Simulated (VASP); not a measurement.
# BiP (Pm-3m) in VASP: notebook

The runs below take BiP through single point, with PBE, r2SCAN.

Program: VASP 6.6.1. These are calculated values, not measurements. Logs are shortened: lines on timing, memory, paths and dates and some standing lists are left out, and cuts for length are marked.

## Step 1: The cell of the first run

It takes space group Pm-3m (No. 221, cubic). Conventional cell: a = 3.560 Å, b = 3.560 Å, c = 3.560 Å, α = 90.00°, β = 90.00°, γ = 90.00°. Bi (site symmetry m-3m) has 8 P at 3.08 Å and 6 Bi at 3.56 Å within 4.1 Å. Within 4.1 Å of P (site symmetry m-3m) lie 8 Bi at 3.08 Å and 6 P at 3.56 Å.

## Step 2: Single point, PBE

INCAR reads:

```
SYSTEM = BiP
PREC     = Accurate       ! precision mode
ENCUT    = 520            ! plane-wave cutoff, eV
EDIFF    = 1E-7           ! SCF threshold, eV
ISMEAR   = 0              ! smearing method
SIGMA    = 0.05           ! smearing width, eV
LREAL    = .False.        ! projectors in reciprocal space
LASPH    = .True.         ! aspherical terms in the spheres
NELM     = 80             ! most SCF steps
ALGO     = Normal         ! electronic algorithm
ISIF     = 2              ! what is computed and relaxed
LWAVE    = .False.        ! write WAVECAR
LCHARG   = .False.        ! write CHGCAR
GGA      = PE             ! functional
NBANDS   = 17             ! bands
```

KPOINTS reads:

```
Automatic mesh
0
Gamma
  6 6 6
  0 0 0
```

POSCAR reads:

```
BiP
1.0
    3.5595838027      0.0000000000      0.0000000000
    0.0000000000      3.5595838027      0.0000000000
    0.0000000000      0.0000000000      3.5595838027
Bi P
1 1
Direct
    0.0000000000      0.0000000000      0.0000000000
    0.5000000000      0.5000000000      0.5000000000
```

Potentials or basis: VASP PAW PBE potentials, release 64 (Bi_d, P).

Command:

```bash
> cat potpaw_PBE.64/Bi_d/POTCAR potpaw_PBE.64/P/POTCAR > POTCAR
> mpirun -np 1 vasp_std > vasp.out
```

OUTCAR:

```text
SYSTEM = BiP
   PREC = Accurate
   ENCUT = 520
   EDIFF = 1E-7
   ISMEAR = 0
   LREAL = .False.
   LASPH = .True.
   NELM = 80
   ISIF = 2
   GGA = PE

 ion  position               nearest neighbor table
   1  0.000  0.000  0.000-   2 3.08   2 3.08   2 3.08   2 3.08   2 3.08   2 3.08   2 3.08   2 3.08

   2  0.500  0.500  0.500-   1 3.08   1 3.08   1 3.08   1 3.08   1 3.08   1 3.08   1 3.08   1 3.08

  LATTYP: Found a simple cubic cell.
 ALAT       =     3.5595838027

  Lattice vectors:

 A1 = (   3.5595838027,   0.0000000000,   0.0000000000)
 A2 = (   0.0000000000,   3.5595838027,   0.0000000000)
 A3 = (   0.0000000000,   0.0000000000,   3.5595838027)

Analysis of symmetry for initial positions (statically):
=====================================================================
 Subroutine PRICEL returns:
 Original cell was already a primitive cell.

 Routine SETGRP: Setting up the symmetry group for a
 simple cubic supercell.

 Subroutine GETGRP returns: Found 48 space group operations
 (whereof 48 operations were pure point group operations)
 out of a pool of 48 trial point group operations.

The static configuration has the point symmetry O_h .

Analysis of symmetry for dynamics (positions and initial velocities):
=====================================================================
 Subroutine PRICEL returns:
 Original cell was already a primitive cell.

 Routine SETGRP: Setting up the symmetry group for a
 simple cubic supercell.

 Subroutine GETGRP returns: Found 48 space group operations
 (whereof 48 operations were pure point group operations)
 out of a pool of 48 trial point group operations.

The dynamic configuration has the point symmetry O_h .

 Subroutine INISYM returns: Found 48 space group operations
 (whereof 48 operations are pure point group operations),
 and found     1 'primitive' translations

----------------------------------------------------------------------------------------

                                     Primitive cell

  volume of cell :      45.1022

  direct lattice vectors                    reciprocal lattice vectors
     3.559583803  0.000000000  0.000000000     0.280931720  0.000000000  0.000000000
     0.000000000  3.559583803  0.000000000     0.000000000  0.280931720  0.000000000
     0.000000000  0.000000000  3.559583803     0.000000000  0.000000000  0.280931720

  length of vectors
     3.559583803  3.559583803  3.559583803     0.280931720  0.280931720  0.280931720

  position of ions in fractional coordinates (direct lattice)
     0.000000000  0.000000000  0.000000000
     0.500000000  0.500000000  0.500000000

  ion indices of the primitive-cell ions
   primitive index   ion index
                 1           1
                 2           2

----------------------------------------------------------------------------------------

 KPOINTS: Automatic mesh

Automatic generation of k-mesh.
 Grid dimensions read from file:
 generate k-points for:    6    6    6

 Generating k-lattice:

  Cartesian coordinates                     Fractional coordinates (reciprocal lattice)
     0.046821953  0.000000000  0.000000000     0.166666667  0.000000000  0.000000000
     0.000000000  0.046821953  0.000000000     0.000000000  0.166666667  0.000000000
     0.000000000  0.000000000  0.046821953     0.000000000  0.000000000  0.166666667

  Length of vectors
     0.046821953  0.046821953  0.046821953

  Shift w.r.t. Gamma in fractional coordinates (k-lattice)
     0.000000000  0.000000000  0.000000000

 Subroutine IBZKPT returns following result:
 ===========================================

 Found     20 irreducible k-points:

 Following reciprocal coordinates:
            Coordinates               Weight
  0.000000  0.000000  0.000000      1.000000
  0.166667  0.000000  0.000000      6.000000
  0.333333  0.000000  0.000000      6.000000
  0.500000  0.000000  0.000000      3.000000
  0.166667  0.166667  0.000000     12.000000
  0.333333  0.166667  0.000000     24.000000
[... 12 lines left out ...]
  0.500000  0.500000  0.333333      6.000000
  0.500000  0.500000  0.500000      1.000000
   k-points           NKPTS =     20   k-points in BZ     NKDIM =     20   number of bands    NBANDS=     17
   number of dos      NEDOS =    301   number of ions     NIONS =      2
   total plane-waves  NPLWV =  21952
   dimension x,y,z NGX =    28 NGY =   28 NGZ =   28
   dimension x,y,z NGXF=    56 NGYF=   56 NGZF=   56
   ions per type =               1   1
   NGX,Y,Z   is equivalent  to a cutoff of  13.08, 13.08, 13.08 a.u.
   NGXF,Y,Z  is equivalent  to a cutoff of  26.15, 26.15, 26.15 a.u.
 SYSTEM =  BiP
   PREC   = accura    normal or accurate (medium, high low for compatibility)
   ISTART =      0    job   : 0-new  1-cont  2-samecut
   ICHARG =      2    charge: 1-file 2-atom 10-const
   ISPIN  =      1    spin polarized calculation?
   LNONCOLLINEAR =      F non collinear calculations
   LSORBIT =      F    spin-orbit coupling
   LASPH  =      T    aspherical Exc in radial PAW
   ENCUT  =  520.0 eV  38.22 Ry    6.18 a.u.   6.62  6.62  6.62*2*pi/ulx,y,z
   NELM   =     80;   NELMIN=  2; NELMDL= -5     # of ELM steps
   EDIFF  = 0.1E-06   stopping-criterion for ELM
   LREAL  =      F    real-space projection
   EDIFFG = 0.1E-05   stopping-criterion for IOM
   NSW    =      0    number of steps for IOM
   IBRION =     -1    ionic relax: 0-MD 1-quasi-New 2-CG
   NFREE  =      0    steps in history (QN), initial steepest desc. (CG)
   ISIF   =      2    stress and relaxation
   ISYM   =      2    0-nonsym 1-usesym 2-fastsym
   POTIM  = 0.5000    time-step for ionic-motion
   TEBEG  =    0.0;   TEEND  =   0.0 temperature during run
   PSTRESS=    0.0 pullay stress
   NELECT =      20.0000    total number of electrons
   NUPDOWN=      -1.0000    fix difference up-down
   EMIN   =  10.00;   EMAX   =-10.00  energy-range for DOS
   EFERMI =   0.00;   METHOD = LEGACY
   ISMEAR =     0;   SIGMA  =   0.05  broadening in eV -4-tet -1-fermi 0-gaus
   EFERMI_NEDOS =   21; number of points for ismear=-14 and -15
   IALGO  =     38    algorithm
   IMIX   =      4    mixing-type and parameters
     AMIX     =   0.40;   BMIX     =  1.00
     AMIX_MAG =   1.60;   BMIX_MAG =  1.00
  volume/ion in A,a.u.               =      22.55       152.18
  Fermi-wavevector in a.u.,A,eV,Ry     =   1.248396  2.359126 21.204570  1.558492
  Thomas-Fermi vector in A             =   2.382484
   LORBIT       =      0    0 simple, 1 ext, 2 COOP (PROOUT), +10 PAW based schemes
   GGA     = PE    functional components
   LHFCALC =     F    Hartree Fock is set to
   AEXX    =    0.0000 exact exchange contribution
   IVDW    =     0    specifies the selected vdW correction
   LEPSILON=     F    determine dielectric tensor
   LRPA    =     F    only Hartree local field effects (RPA)
 non-spin polarized calculation
 Gauss-broadening in eV      SIGMA  =   0.05
  energy-cutoff  :      520.00
  volume of cell :       45.10
 maximum number of plane-waves:      1233
 NGX is ok and might be reduce to    28
   NGX = 13   NGY = 13   NGZ = 13

 number of electron      20.0000007 magnetization

 Free energy of the ion-electron system (eV)
  ---------------------------------------------------
  ext. energy  EPLUGINS =         0.00000000
  ---------------------------------------------------
  free energy    TOTEN  =        -8.36705056 eV

  energy without entropy =       -8.36235652  energy(sigma->0) =       -8.36470354

 E-fermi :   8.5457     XC(G=0): -10.7792

 val. band max:        8.5338901349   @ k =   0.5000   0.1667   0.1667
 cond. band min:       8.5482953703   @ k =   0.3333   0.3333   0.0000
 fundamental gap:      0.0144052354
 Fermi energy:         8.5457306808

 k-point     1 :       0.0000    0.0000    0.0000
  band No.  band energies     occupation
      1     -14.7958      2.00000
      2     -14.7958      2.00000
      3     -14.6512      2.00000
      4     -14.6512      2.00000
      5     -14.6512      2.00000
      6      -5.8105      2.00000
[... 9 lines left out ...]
     16      20.1212      0.00000
     17      20.1212      0.00000

 k-point     2 :       0.1667    0.0000    0.0000
  band No.  band energies     occupation
      1     -14.7943      2.00000
      2     -14.7665      2.00000
      3     -14.6608      2.00000
      4     -14.6608      2.00000
      5     -14.6503      2.00000
      6      -5.4924      2.00000
[... 9 lines left out ...]
     16      19.4541      0.00000
     17      19.8855      0.00000

 k-point     3 :       0.3333    0.0000    0.0000
  band No.  band energies     occupation
      1     -14.7914      2.00000
      2     -14.7077      2.00000
      3     -14.6799      2.00000
      4     -14.6799      2.00000
      5     -14.6484      2.00000
      6      -4.5621      2.00000
[... 9 lines left out ...]
     16      17.8647      0.00000
     17      20.1571      0.00000

 k-point     4 :       0.5000    0.0000    0.0000
  band No.  band energies     occupation
      1     -14.7899      2.00000
      2     -14.6894      2.00000
      3     -14.6894      2.00000
      4     -14.6784      2.00000
      5     -14.6475      2.00000
      6      -3.4661      2.00000
[... 9 lines left out ...]
     16      20.1687      0.00000
     17      21.6711      0.00000
[... 263 lines left out ...]
      1     -14.7241      2.00000
      2     -14.7212      2.00000
      3     -14.7088      2.00000
      4     -14.6535      2.00000
      5     -14.6232      2.00000
      6      -1.5872      2.00000
[... 9 lines left out ...]
     16      20.1508      0.00000
     17      23.0828      0.00000

 k-point    19 :       0.5000    0.5000    0.3333
  band No.  band energies     occupation
      1     -14.7351      2.00000
      2     -14.7200      2.00000
      3     -14.7200      2.00000
      4     -14.6378      2.00000
      5     -14.6067      2.00000
      6      -1.1405      2.00000
[... 9 lines left out ...]
     16      21.5834      0.00000
     17      23.6123      0.00000

 k-point    20 :       0.5000    0.5000    0.5000
  band No.  band energies     occupation
      1     -14.7320      2.00000
      2     -14.7320      2.00000
      3     -14.7320      2.00000
      4     -14.6061      2.00000
      5     -14.6061      2.00000
      6      -0.7478      2.00000
[... 9 lines left out ...]
     16      23.5806      0.00000
     17      24.4440      0.00000

------------------------ aborting loop because EDIFF is reached ----------------------------------------

  FORCE on cell =-STRESS in cart. coord.  units (eV):
  Direction    XX          YY          ZZ          XY          YZ          ZX
  --------------------------------------------------------------------------------------
  -------------------------------------------------------------------------------------
  Total        0.5866638      0.5866638      0.5866638      0.0000000      0.0000000     -0.0000000
  in kB       20.8402160     20.8402160     20.8402160      0.0000000      0.0000000     -0.0000000
  external PRESSURE =      20.8402160 kB  Pullay stress =       0.0000000 kB

 VOLUME and BASIS-vectors are now :
 -----------------------------------------------------------------------------
  energy-cutoff  :      520.00
  volume of cell :       45.10
      direct lattice vectors                 reciprocal lattice vectors
     3.559583803  0.000000000  0.000000000     0.280931720  0.000000000  0.000000000
     0.000000000  3.559583803  0.000000000     0.000000000  0.280931720  0.000000000
     0.000000000  0.000000000  3.559583803     0.000000000  0.000000000  0.280931720

 POSITION                                       TOTAL-FORCE (eV/Angst)
 -----------------------------------------------------------------------------------
      0.00000      0.00000      0.00000         0.000000      0.000000      0.000000
      1.77979      1.77979      1.77979         0.000000      0.000000      0.000000
 -----------------------------------------------------------------------------------
    total drift:                               -0.000000      0.000000     -0.000000

  FREE ENERGIE OF THE ION-ELECTRON SYSTEM (eV)
  ---------------------------------------------------
  free  energy   TOTEN  =        -8.3670505585 eV

  energy  without entropy=       -8.3623565200  energy(sigma->0) =       -8.36470354
```

Wall time 8 s (1 thread of Intel Xeon 6975P-C (Granite Rapids), shared host); peak memory 0.15 GiB.

Results:

| Quantity | Value |
| --- | --- |
| Free energy | -8.3671 eV |
| Pressure | 2.1 GPa |
| Band gap on the k mesh | zero (bands 10 and 11 overlap by 3.31 eV) |

Caveat: spin-orbit coupling is left out, which moves the levels of the heavy elements.

## Step 3: Single point, PBE (22.87 Å³/atom)

This run uses another cell than the first one, of 22.87 Å³/atom.

INCAR reads:

```
  ALGO = Normal
  EDIFF = 1E-6
  ENCUT = 520
  GGA = PE
  ISIF = 2
  ISMEAR = 0
  LASPH = T
  LCHARG = F
  LREAL = F
  LWAVE = F
  NBANDS = 17
  NELM = 80
  PREC = Accurate
  SIGMA = 0.05
```

KPOINTS reads:

```
k-points
0
Gamma
  6 6 6
```

POSCAR reads:

```
BiP
1.0
    3.5763538321      0.0000000000      0.0000000000
    0.0000000000      3.5763538321      0.0000000000
    0.0000000000      0.0000000000      3.5763538321
Bi P
1 1
Direct
    0.0000000000      0.0000000000      0.0000000000
    0.5000000000      0.5000000000      0.5000000000
```

Potentials or basis: VASP PAW PBE potentials, release 64 (Bi_d, P).

Command:

```bash
> cat potpaw_PBE.64/Bi_d/POTCAR potpaw_PBE.64/P/POTCAR > POTCAR
> mpirun -np 1 vasp_std > vasp.out
```

Run time: 6.8 s. Hardware: 1 thread of Intel Xeon 6975P-C (Granite Rapids), shared host; peak memory 0.16 GiB.

Results (log left out):

| Item | Value |
| --- | --- |
| Free energy | -8.3733 eV |
| Pressure | 0.9 GPa |
| Band gap on the k mesh | zero (bands 10 and 11 overlap by 3.26 eV) |

Levels at points of the mesh, in eV from the Fermi level:
```tsv
k point	band 8	band 9	band 10	band 11	band 12	band 13
(0.00, 0.00, 0.00)	-2.06	-2.06	-2.06	3.65	3.65	5.81
(0.50, 0.00, 0.00)	-0.41	-0.32	0.09	0.09	1.68	1.68
(0.50, 0.50, 0.00)	-5.82	-5.82	0.52	3.51	3.84	3.84
(0.50, 0.50, 0.50)	-2.78	-2.78	-2.78	-2.74	-2.74	-2.74
```

Caveat: spin-orbit coupling is left out, which moves the levels of the heavy elements.

## Step 4: Single point, PBE (23.18 Å³/atom)

This run uses another cell than the first one, of 23.18 Å³/atom.

INCAR reads:

```
SYSTEM = BiP
  ALGO = Normal
  EDIFF = 1E-6
  ENCUT = 520
  GGA = PE
  ISIF = 2
  ISMEAR = 0
  LASPH = .TRUE.
  LCHARG = .FALSE.
  LREAL = .FALSE.
  LWAVE = .FALSE.
  NBANDS = 17
  NELM = 60
  PREC = Accurate
  SIGMA = 0.05
```

KPOINTS reads:

```
k-points
0
G
  6 6 6
  0 0 0
```

POSCAR reads:

```
BiP
1.0
    3.5922609900      0.0000000000      0.0000000000
    0.0000000000      3.5922609900      0.0000000000
    0.0000000000      0.0000000000      3.5922609900
Bi P
1 1
Direct
    0.0000000000      0.0000000000      0.0000000000
    0.5000000000      0.5000000000      0.5000000000
```

Command:

```bash
> cat potpaw_PBE.64/Bi_d/POTCAR potpaw_PBE.64/P/POTCAR > POTCAR
> mpirun -np 1 vasp_std > vasp.out
```

Wall time 7.2 s (1 thread of Intel Xeon 6975P-C (Granite Rapids), shared host); peak memory 0.15 GiB.

It converged, with:

| Property | Result |
| --- | --- |
| Free energy | -8.3752 eV |
| Pressure | -0.1 GPa |
| Band gap on the k mesh | zero (bands 10 and 11 overlap by 3.21 eV) |

Levels at points of the mesh, in eV from the Fermi level:
```csv
k point,band 7,band 8,band 9,band 10,band 11,band 12,band 13,band 14
"(0.00, 0.00, 0.00)",-6.87,-2.04,-2.04,-2.04,3.66,3.66,5.70,5.70
"(0.50, 0.00, 0.00)",-10.80,-0.45,-0.37,0.08,0.08,1.65,1.65,5.17
"(0.50, 0.50, 0.00)",-9.34,-5.74,-5.74,0.51,3.43,3.78,3.78,6.44
"(0.50, 0.50, 0.50)",-8.68,-2.74,-2.74,-2.74,-2.70,-2.70,-2.70,14.69
```

Caveat: spin-orbit coupling is left out, which moves the levels of the heavy elements.

(Part 1 of 2 ends here.)
